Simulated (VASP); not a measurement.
# CaC (Cmcm) in VASP: notebook, part 2 of 2

VASP 6.6.1. The steps go on from the part before.

### Step 5. Relaxation of cell and atoms, PBE

This run uses another cell than the first one, of 19.39 Å³/atom.

INCAR

```
PREC     = Accurate       # precision mode
ENCUT    = 600            # plane-wave cutoff, eV
EDIFF    = 1E-6           # SCF threshold, eV
ISMEAR   = 0              # smearing method
SIGMA    = 0.1            # smearing width, eV
LREAL    = F              # projectors in reciprocal space
LASPH    = T              # aspherical terms in the spheres
NELM     = 80             # most SCF steps
ALGO     = Normal         # electronic algorithm
ISIF     = 3              # what is computed and relaxed
LWAVE    = F              # write WAVECAR
LCHARG   = F              # write CHGCAR
GGA      = PE             # functional
IBRION   = 2              # ionic algorithm
NSW      = 90             # ionic steps
EDIFFG   = -0.04          # ionic threshold
```

KPOINTS

```
Automatic mesh
0
Gamma
  6 6 4
```

POSCAR

```
CaC
1.0
    1.9908367724     -5.0513399459      0.0000000000
    1.9908367724      5.0513399459      0.0000000000
    0.0000000000      0.0000000000      3.8559469063
Ca C
2 2
Direct
    0.8620000000      0.1380000000      0.7500000000
    0.1380000000      0.8620000000      0.2500000000
    0.5830000000      0.4170000000      0.7500000000
    0.4170000000      0.5830000000      0.2500000000
```

Command:

```bash
$ cat potpaw_PBE.64/Ca_sv/POTCAR potpaw_PBE.64/C/POTCAR > POTCAR
$ mpirun -np 1 vasp_std > vasp.out
```

It took 44 min on 1 thread of Oxide Virtual Turin-like, shared host; peak memory 0.29 GiB.

Results (log left out):

- Free energy: -21.2884 eV
- Relaxed volume: 16.29 Å³/atom
- Relaxed cell: a = 7.105 Å, b = 7.105 Å, c = 2.770 Å, α = 90.00°, β = 90.00°, γ = 152.24°
- Space group after relaxing (to 0.1 Å): Cmcm (No. 63)
- Energy gained by relaxing: 809.6 meV/atom
- Ionic steps: 43
- Pressure after relaxing: -0.1 GPa
- Largest force after relaxing: 0.012 eV/Å
- Band gap on the k mesh: zero (bands 14 and 15 overlap by 0.17 eV)

Forces in eV/Å, atoms in the order of the input:
```
Ca   0.000 -0.006  0.000
Ca   0.000  0.006  0.000
C    0.000 -0.012  0.000
C    0.000  0.012  0.000
```

Stress tensor (GPa, compression positive):
```
 0.03  0.00  0.00
 0.00 -0.11  0.00
 0.00  0.00 -0.10
```

Step by step:
```tsv
step	energy change (eV)	largest force (eV/Å)	pressure (GPa)	volume (Å³)
1	0.0000	1.0910	-12.37	77.55
3	-1.2412	1.9262	3.00	57.10
5	-1.6510	1.0132	4.28	54.59
7	-1.9326	0.6587	-2.75	56.74
9	-2.0300	0.2995	-0.28	55.18
11	-2.0491	0.1372	1.99	54.46
13	-2.0850	0.2144	0.37	56.56
15	-2.3760	0.3651	-1.72	65.68
17	-2.3504	1.0190	-0.50	69.09
19	-2.3351	1.1888	-0.54	70.14
21	-2.3468	1.2556	-0.98	71.18
23	-2.3483	1.3299	-1.34	72.10
25	-2.3836	1.2521	-1.47	72.04
27	-2.5266	0.9495	-2.16	71.75
29	-2.9755	0.5027	-3.47	70.42
31	-3.1219	0.4260	-2.73	69.59
33	-3.1585	0.5850	-1.52	68.49
35	-3.2130	0.3337	0.32	66.58
37	-3.2251	0.1821	-0.46	66.54
39	-3.2341	0.0956	-0.26	65.73
41	-3.2381	0.0448	0.06	65.15
43	-3.2385	0.0123	-0.06	65.15
```

Final structure:
```xyz
4
Lattice="1.7047 -6.8977 0.0000 1.7047 6.8977 0.0000 0.0000 0.0000 2.7702" Properties=species:S:1:pos:R:3 pbc="T T T"
Ca    1.7047   -5.2151    2.0776
Ca    1.7047    5.2151    0.6925
C     1.7047   -0.3506    2.0776
C     1.7047    0.3506    0.6925
```

Levels at points of the mesh, in eV from the Fermi level:
```
           k point  band 12  band 13  band 14  band 15  band 16  band 17
(0.00, 0.00, 0.00)    -4.83    -3.19    -0.33     0.31     0.80     2.61
(0.50, 0.00, 0.00)    -5.66    -0.86    -0.20    -0.16     1.19     1.26
(0.50, 0.50, 0.00)    -4.84    -2.03    -1.84     0.41     0.60     3.21
(0.00, 0.00, 0.50)    -3.54    -1.68    -1.68     0.50     0.50     2.75
(0.50, 0.00, 0.50)    -4.19    -3.37    -3.37     2.24     2.24     3.03
(0.50, 0.50, 0.50)    -3.53    -1.66    -1.66     0.43     0.43     2.48
```

Caveat: the k points lie up to 0.57 Å⁻¹ apart in the final cell; the volume moved by over 15 % at a fixed basis, so the end points are rough.

### Step 6. Relaxation of cell and atoms, PBE

INCAR

```
  ALGO = Normal
  EDIFF = 1E-7
  EDIFFG = -0.04
  ENCUT = 600
  GGA = PE
  IBRION = 2
  ISIF = 3
  ISMEAR = 0
  LASPH = True
  LCHARG = False
  LREAL = False
  LWAVE = False
  NELM = 100
  NSW = 90
  PREC = Accurate
  SIGMA = 0.1
```

KPOINTS

```
k-points
0
Gamma
  6 6 6
```

POSCAR

```
CaC
1.0
    1.7013343423     -6.9515720310      0.0000000000
    1.7013343423      6.9515720310      0.0000000000
    0.0000000000      0.0000000000      2.7656404235
Ca C
2 2
Direct
    0.8788715954      0.1211284046      0.2500000000
    0.1211284046      0.8788715954      0.7500000000
    0.5252421317      0.4747578683      0.2500000000
    0.4747578683      0.5252421317      0.7500000000
```

Potentials or basis: VASP PAW PBE potentials, release 64 (Ca_sv, C).

Command:

```bash
$ cat potpaw_PBE.64/Ca_sv/POTCAR potpaw_PBE.64/C/POTCAR > POTCAR
$ mpirun -np 1 vasp_std > vasp.out
```

Run time: 3.5 min. Hardware: 1 thread of Oxide Virtual Turin-like, shared host; peak memory 0.3 GiB.

Results (log left out):

```
Free energy                           : -21.3520 eV
Relaxed volume                        : 16.41 Å³/atom
Relaxed cell                          : a = 7.173 Å, b = 7.173 Å, c = 2.764 Å, α = 90.00°, β = 90.00°, γ = 152.51°
Space group after relaxing (to 0.1 Å) : Cmcm (No. 63)
Energy gained by relaxing             : 0.2 meV/atom
Ionic steps                           : 3
Pressure after relaxing               : 0.0 GPa
Largest force after relaxing          : 0.031 eV/Å
Band gap on the k mesh                : zero (bands 14 and 15 overlap by 0.48 eV)
```

Forces in eV/Å, atoms in the order of the input:
```
Ca   0.000  0.005  0.000
Ca   0.000 -0.005  0.000
C    0.000  0.031  0.000
C    0.000 -0.031  0.000
```

Stress tensor (GPa, compression positive):
```
 0.10  0.00  0.00
 0.00  0.06  0.00
 0.00  0.00 -0.06
```

Step by step:
| step | energy change (eV) | largest force (eV/Å) | pressure (GPa) | volume (Å³) |
| --- | --- | --- | --- | --- |
| 1 | 0.0000 | 0.0747 | 0.36 | 65.42 |
| 2 | -0.0006 | 0.0784 | -0.11 | 65.76 |
| 3 | -0.0008 | 0.0312 | 0.03 | 65.66 |

Final structure:
```xyz
4
Lattice="1.7044 -6.9679 0.0000 1.7044 6.9679 0.0000 0.0000 0.0000 2.7642" Properties=species:S:1:pos:R:3 pbc="T T T"
Ca    1.7044   -5.2784    0.6911
Ca    1.7044    5.2784    2.0732
C     1.7044   -0.3543    0.6911
C     1.7044    0.3543    2.0732
```

Levels at points of the mesh, in eV from the Fermi level:
| k point | band 11 | band 12 | band 13 | band 14 | band 15 | band 16 | band 17 | band 18 |
| --- | --- | --- | --- | --- | --- | --- | --- | --- |
| (0.00, 0.00, 0.00) | -5.63 | -4.83 | -3.21 | -0.42 | 0.30 | 0.75 | 2.53 | 3.05 |
| (0.50, 0.00, 0.00) | -6.12 | -5.60 | -0.87 | -0.21 | -0.21 | 1.12 | 1.18 | 3.49 |
| (0.50, 0.50, 0.00) | -5.63 | -4.84 | -2.11 | -1.87 | 0.39 | 0.57 | 3.12 | 3.27 |
| (0.00, 0.00, 0.50) | -3.58 | -3.58 | -1.67 | -1.67 | 0.49 | 0.49 | 2.68 | 2.68 |
| (0.50, 0.00, 0.50) | -4.23 | -4.23 | -3.38 | -3.38 | 2.24 | 2.24 | 2.99 | 2.99 |
| (0.50, 0.50, 0.50) | -3.58 | -3.58 | -1.66 | -1.66 | 0.42 | 0.42 | 2.43 | 2.43 |

Caveat: the k points lie up to 0.38 Å⁻¹ apart in the final cell.

### Step 7. Single point, PBE

INCAR

```
SYSTEM = CaC
  PREC = Accurate
  ENCUT = 520
  EDIFF = 1E-6
  ISMEAR = 0
  SIGMA = 0.1
  LREAL = .False.
  LASPH = .True.
  NELM = 60
  ALGO = Normal
  ISIF = 2
  LWAVE = .False.
  LCHARG = .True.
  GGA = PE
  LELF = .True.
  LVHAR = .True.
  NBANDS = 22
```

KPOINTS

```
regular mesh
0
Gamma
  14 14 16
  0 0 0
```

POSCAR

```
CaC
1.0
    1.7077070296     -6.9387018224      0.0000000000
    1.7077070296      6.9387018224      0.0000000000
    0.0000000000      0.0000000000      2.7629550022
Ca C
2 2
Direct
    0.8791184376      0.1208815624      0.7500000000
    0.1208815624      0.8791184376      0.2500000000
    0.5254134725      0.4745865275      0.7500000000
    0.4745865275      0.5254134725      0.2500000000
```

Command:

```bash
$ cat potpaw_PBE.64/Ca_sv/POTCAR potpaw_PBE.64/C/POTCAR > POTCAR
$ mpirun -np 1 vasp_std > vasp.out
```

Wall time 14 min (1 thread of Oxide Virtual Turin-like, shared host); peak memory 0.71 GiB.

Results (log left out):

```
Free energy            : -21.3403 eV
Pressure               : 0.4 GPa
Largest force          : 0.036 eV/Å
Band gap on the k mesh : zero (bands 14 and 15 overlap by 0.73 eV)
```

Forces in eV/Å, atoms in the order of the input:
```
Ca   0.000  0.036  0.000
Ca   0.000 -0.036  0.000
C    0.000 -0.011  0.000
C    0.000  0.011  0.000
```

Stress tensor (GPa, compression positive):
```
0.40 0.00 0.00
0.00 0.36 0.00
0.00 0.00 0.49
```

Levels at points of the mesh, in eV from the Fermi level:
| k point | band 10 | band 11 | band 12 | band 13 | band 14 | band 15 | band 16 | band 17 | band 18 | band 19 |
| --- | --- | --- | --- | --- | --- | --- | --- | --- | --- | --- |
| (0.00, 0.00, 0.00) | -7.01 | -5.62 | -4.83 | -3.16 | -0.36 | 0.33 | 0.79 | 2.65 | 3.12 | 3.55 |
| (0.50, 0.00, 0.00) | -6.62 | -6.06 | -5.59 | -0.84 | -0.17 | -0.16 | 1.18 | 1.26 | 3.52 | 4.52 |
| (0.50, 0.50, 0.00) | -7.12 | -5.61 | -4.83 | -2.04 | -1.82 | 0.43 | 0.61 | 3.18 | 3.33 | 3.73 |
| (0.00, 0.00, 0.50) | -12.64 | -3.52 | -3.52 | -1.67 | -1.67 | 0.54 | 0.54 | 2.77 | 2.77 | 3.66 |
| (0.50, 0.00, 0.50) | -12.50 | -4.19 | -4.19 | -3.34 | -3.34 | 2.29 | 2.29 | 3.07 | 3.07 | 4.34 |
| (0.50, 0.50, 0.50) | -12.64 | -3.52 | -3.52 | -1.66 | -1.66 | 0.46 | 0.46 | 2.50 | 2.50 | 3.50 |

### Step 8. Summary

```tsv
task	cell	k mesh	cutoff (eV)	gap on the mesh (eV)	pressure (GPa)	relaxed volume (Å³/atom)	largest force (eV/Å)
single point	a = 7.157, b = 7.157, c = 2.766 Å, angles 90.0, 90.0, 152.5°, 4 atoms, atomic positions A	6 × 6 × 4	520	none	0.5	-	0.03
single point	a = 7.174, b = 7.174, c = 2.761 Å, angles 90.0, 90.0, 152.5°, 4 atoms, atomic positions A	6 × 6 × 6	520	none	0.4	-	0.04
single point	a = 5.429, b = 5.429, c = 3.856 Å, angles 90.0, 90.0, 137.0°, 4 atoms, atomic positions B	6 × 6 × 6	520	none	-12.5	-	1.02
relaxation of cell and atoms	relaxed from a = 5.429, b = 5.429, c = 3.856 Å, angles 90.0, 90.0, 137.0°, 4 atoms, atomic positions B	6 × 6 × 4	600	none	-0.1	16.29	0.01
relaxation of cell and atoms	relaxed from a = 7.157, b = 7.157, c = 2.766 Å, angles 90.0, 90.0, 152.5°, 4 atoms, atomic positions A	6 × 6 × 6	600	none	0.0	16.41	0.03
single point	a = 7.146, b = 7.146, c = 2.763 Å, angles 90.0, 90.0, 152.3°, 4 atoms, atomic positions A	14 × 14 × 16	520	none	0.4	-	0.04
```

Alike in all rows: level PBE; potentials or basis VASP PAW PBE potentials, release 64 (Ca_sv, C); no spin polarisation; smearing gaussian 0.1 eV.

Caveats: some runs use coarse meshes; the cell stands under tension (at least some runs); forces of over 1 eV/Å act on the atoms, so gaps and moduli don't describe the material at rest (at least some runs); the volume moved by over 15 % at a fixed basis, so the end points are rough (at least some runs).

Absolute energies hang on the potentials; compare differences alone.
